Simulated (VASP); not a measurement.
A run of VASP 6.6.1:

The input INCAR:

```
SYSTEM = Pb
PREC = Accurate
ENCUT = 520
EDIFF = 1E-6
ISMEAR = -1
SIGMA = 0.05
LREAL = .FALSE.
LASPH = .TRUE.
NELM = 60
ALGO = Fast
ISIF = 2
LWAVE = .FALSE.
LCHARG = .FALSE.
GGA = CA
NBANDS = 36
```

KPOINTS

```
Automatic mesh
0
G
  9 9 3
  0 0 0
```

POSCAR

```
Pb
1.0
    3.5934889096      0.0000000000      0.0000000000
   -1.7967444549      3.1120526840      0.0000000000
    0.0000000000      0.0000000000     11.7206959463
Pb
4
Direct
    0.6666666667      0.3333333333      0.7500000000
    0.0000000000      0.0000000000      0.5000000000
    0.3333333333      0.6666666667      0.2500000000
    0.0000000000      0.0000000000      0.0000000000
```

Potentials or basis: VASP PAW LDA potentials, release 64 (Pb_d).

Run with:

```sh
$ cat potpaw_LDA.64/Pb_d/POTCAR > POTCAR
$ mpirun -np 1 vasp_std > vasp.out
```

Hardware: 1 thread of AMD EPYC 7R43 64-Core Processor (Zen 3), on a shared host.

**Question.** Estimate the wall time of this run.

**Answer.** Wall time 3.2 min on 1 thread of AMD EPYC 7R43 64-Core Processor (Zen 3) (shared host), peak memory 0.2 GiB. Counts: scf iterations 26, k points 24.
